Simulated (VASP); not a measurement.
# Sb in VASP: a series of runs, part 2 of 2

VASP 6.6.1. Earlier steps stand in the parts before.

## 3. Single point, PBE

INCAR reads:

```
SYSTEM = Sb
  PREC = Accurate
  ENCUT = 520
  EDIFF = 1E-6
  ISMEAR = -1
  SIGMA = 0.05
  LREAL = .FALSE.
  LASPH = .TRUE.
  NELM = 80
  ALGO = Normal
  ISIF = 2
  LWAVE = .FALSE.
  LCHARG = .FALSE.
  GGA = PE
  NBANDS = 18
```

KPOINTS reads:

```
regular mesh
0
G
  8 8 1
  0 0 0
```

POSCAR reads:

```
Sb
1.0
    3.1600000000      0.0000000000      0.0000000000
    0.0000000000      3.1600000000      0.0000000000
    0.0000000000      0.0000000000     24.4800000000
Sb
4
Direct
    0.0000000000      0.0000000000      0.3063725490
    0.0000000000      0.0000000000      0.4354575163
    0.0000000000      0.0000000000      0.5645424837
    0.0000000000      0.0000000000      0.6936274510
```

Potentials or basis: VASP PAW PBE potentials, release 64 (Sb).

Started as:

```sh
> cat potpaw_PBE.64/Sb/POTCAR > POTCAR
> mpirun -np 1 vasp_std > vasp.out
```

OUTCAR:

```text
SYSTEM = Sb
   PREC = Accurate
   ENCUT = 520
   EDIFF = 1E-6
   ISMEAR = -1
   LREAL = .FALSE.
   LASPH = .TRUE.
   NELM = 80
   ISIF = 2
   GGA = PE

 ion  position               nearest neighbor table
   1  0.000  0.000  0.306-   2 3.16
   2  0.000  0.000  0.435-   1 3.16   3 3.16
   3  0.000  0.000  0.565-   4 3.16   2 3.16
   4  0.000  0.000  0.694-   3 3.16

  LATTYP: Found a simple tetragonal cell.
 ALAT       =     3.1600000000
 C/A-ratio  =     7.7468354430

  Lattice vectors:
[... 496 lines left out ...]

  FORCE on cell =-STRESS in cart. coord.  units (eV):
  Direction    XX          YY          ZZ          XY          YZ          ZX
  --------------------------------------------------------------------------------------
  -------------------------------------------------------------------------------------
  Total       -2.2348036     -2.2348036     -3.7827371      0.0000000      0.0000000      0.0000000
  in kB      -14.6475292    -14.6475292    -24.7931191      0.0000000      0.0000000      0.0000000
  external PRESSURE =     -18.0293925 kB  Pullay stress =       0.0000000 kB

 VOLUME and BASIS-vectors are now :
 -----------------------------------------------------------------------------
  energy-cutoff  :      520.00
  volume of cell :      244.45
      direct lattice vectors                 reciprocal lattice vectors
     3.160000000  0.000000000  0.000000000     0.316455696  0.000000000  0.000000000
     0.000000000  3.160000000  0.000000000     0.000000000  0.316455696  0.000000000
     0.000000000  0.000000000 24.480000000     0.000000000  0.000000000  0.040849673

 POSITION                                       TOTAL-FORCE (eV/Angst)
 -----------------------------------------------------------------------------------
      0.00000      0.00000      7.50000         0.000000     -0.000000      0.552562
      0.00000      0.00000     10.66000        -0.000000     -0.000000     -0.464087
      0.00000      0.00000     13.82000        -0.000000      0.000000      0.464087
      0.00000      0.00000     16.98000         0.000000      0.000000     -0.552562
 -----------------------------------------------------------------------------------
    total drift:                               -0.000000     -0.000000     -0.000000

  FREE ENERGIE OF THE ION-ELECTRON SYSTEM (eV)
  ---------------------------------------------------
  free  energy   TOTEN  =       -15.8981985090 eV

  energy  without entropy=      -15.8725597522  energy(sigma->0) =      -15.88537913
```

OSZICAR:

```text
N       E                     dE             d eps       ncg     rms          rms(c)
DAV:   1     0.102694712046E+03    0.10269E+03   -0.61852E+03   540   0.806E+02
DAV:   2    -0.676000571855E+01   -0.10945E+03   -0.10297E+03   680   0.133E+02
DAV:   3    -0.156753305438E+02   -0.89153E+01   -0.87188E+01   760   0.419E+01
[... 11 lines left out ...]
DAV:  15    -0.158981426615E+02   -0.54750E-04   -0.70538E-06   546   0.707E-03    0.321E-03
DAV:  16    -0.158981641698E+02   -0.21508E-04   -0.46984E-07   468   0.202E-03    0.162E-03
DAV:  17    -0.158981913682E+02   -0.27198E-04   -0.12514E-06   476   0.244E-03    0.385E-04
DAV:  18    -0.158981976524E+02   -0.62842E-05   -0.36598E-07   460   0.134E-03    0.436E-04
DAV:  19    -0.158981985090E+02   -0.85658E-06   -0.32085E-08   440   0.506E-04
   1 F= -.15898199E+02 E0= -.15885379E+02  d E =-.256388E-01
```

stdout:

```text
POSCAR found type information on POSCAR Sb
 POSCAR found :  1 types and       4 ions
 scaLAPACK will be used
 LDA part: xc-table for (Slater+PW92), standard interpolation
 POSCAR, INCAR and KPOINTS ok, starting setup
 FFT: planning ... GRIDC
 FFT: planning ... GRID_SOFT
 FFT: planning ... GRID
 WAVECAR not read
 entering main loop
```

It took 1.8 min on 1 thread of Intel Xeon Platinum 8259CL at 2.50GHz (Skylake/Cascade Lake), shared host; peak memory 0.33 GiB.

What came out:

```yaml
Free_energy: -15.8982 eV
Largest_force: 0.553 eV/Å
Band_gap_on_the_k_mesh: zero (band 10 reaches 4.51 eV, above the bottom of band 11 at -0.46 eV)
```

Forces in eV/Å, atoms in the order of the input:
```
Sb   0.000  0.000  0.553
Sb   0.000  0.000 -0.464
Sb   0.000  0.000  0.464
Sb   0.000  0.000 -0.553
```

Caveat: spin-orbit coupling is left out, which moves the levels of the heavy elements.

## 4. Single point, LDA

INCAR reads:

```
  ALGO = Normal
  EDIFF = 1E-6
  ENCUT = 520
  ISIF = 2
  ISMEAR = -1
  LASPH = True
  LCHARG = False
  LREAL = False
  LWAVE = False
  NBANDS = 18
  NELM = 80
  PREC = Accurate
  SIGMA = 0.05
```

KPOINTS reads:

```
k-points
0
Gamma
  8 8 1
```

POSCAR is that of step 3.

Potentials or basis: VASP PAW LDA potentials, release 64 (Sb).

Started as:

```sh
> cat potpaw_LDA.64/Sb/POTCAR > POTCAR
> mpirun -np 1 vasp_std > vasp.out
```

Run time: 83 s. Hardware: 1 thread of Intel Xeon Platinum 8259CL at 2.50GHz (Skylake/Cascade Lake), shared host; peak memory 0.26 GiB.

The run converged. Its results:

* Free energy: -18.2629 eV
* Largest force: 0.748 eV/Å
* Band gap on the k mesh: zero (band 10 reaches 4.26 eV, above the bottom of band 11 at -0.66 eV)

Forces in eV/Å, atoms in the order of the input:
```
Sb   0.000  0.000  0.748
Sb   0.000  0.000 -0.455
Sb   0.000  0.000  0.455
Sb   0.000  0.000 -0.748
```

Levels at points of the mesh, in eV from the Fermi level:
```csv
k point,band 6,band 7,band 8,band 9,band 10,band 11,band 12,band 13,band 14,band 15
"(0.00, 0.00, 0.00)",-2.92,-0.89,1.36,3.30,3.30,3.77,3.77,4.02,4.34,4.34
"(0.50, 0.00, 0.00)",-4.49,-3.90,-3.41,-2.53,-0.89,1.21,2.94,3.47,4.14,5.11
"(0.50, 0.50, 0.00)",-3.06,-2.61,-2.61,-2.05,-2.05,-1.61,-1.61,-0.69,1.06,2.63
```

Caveat: spin-orbit coupling is left out, which moves the levels of the heavy elements.

## 5. Single point, PBEsol

INCAR reads:

```
SYSTEM = Sb
PREC = Accurate ; ENCUT = 520
EDIFF = 1E-6 ; ISMEAR = -1
SIGMA = 0.05 ; LREAL = .FALSE.
LASPH = .TRUE. ; NELM = 80
ALGO = Normal ; ISIF = 2
LWAVE = .FALSE. ; LCHARG = .FALSE.
GGA = PS ; NBANDS = 18
```

KPOINTS reads:

```
regular mesh
0
G
  8 8 1
  0 0 0
```

POSCAR is that of step 4.

Potentials or basis: VASP PAW PBE potentials, release 64 (Sb).

Started as:

```sh
> cat potpaw_PBE.64/Sb/POTCAR > POTCAR
> mpirun -np 1 vasp_std > vasp.out
```

Wall time 68 s (1 thread of Intel Xeon Platinum 8259CL at 2.50GHz (Skylake/Cascade Lake), shared host); peak memory 0.32 GiB.

Results (log left out):

| Property | Result |
| --- | --- |
| Free energy | -17.3891 eV |
| Largest force | 0.694 eV/Å |
| Band gap on the k mesh | zero (band 10 reaches 4.39 eV, above the bottom of band 11 at -0.56 eV) |

Forces on the atoms (eV/Å):
```
Sb   0.000  0.000  0.694
Sb   0.000  0.000 -0.462
Sb   0.000  0.000  0.462
Sb   0.000  0.000 -0.694
```

Levels at points of the mesh, in eV from the Fermi level:
```csv
k point,band 8,band 9,band 10,band 11,band 12,band 13
"(0.00, 0.00, 0.00)",1.38,3.33,3.33,3.81,3.81,3.93
"(0.50, 0.00, 0.00)",-3.44,-2.55,-0.89,1.23,2.87,3.51
"(0.50, 0.50, 0.00)",-2.63,-2.06,-2.06,-1.62,-1.62,-0.69
```

Caveat: the PAW data sets were made with another functional, which shifts forces and pressure a little; spin-orbit coupling is left out, which moves the levels of the heavy elements.

## 6. Summary

```csv
level,potentials or basis,gap on the mesh (eV),largest force (eV/Å)
PBE,"VASP PAW PBE potentials, release 64 (Sb)",none,0.55
LDA,"VASP PAW LDA potentials, release 64 (Sb)",none,0.75
PBEsol,"VASP PAW PBE potentials, release 64 (Sb)",none,0.69
```

Alike in all rows: task single point; no spin polarisation; cell as given; k mesh 8 × 8 × 1; cutoff (eV) 520; smearing fermi-dirac 0.05 eV.

Caveats: spin-orbit coupling is left out, which moves the levels of the heavy elements; the PAW data sets were made with another functional, which shifts forces and pressure a little (some runs).

Absolute energies hang on the potentials; compare differences alone.
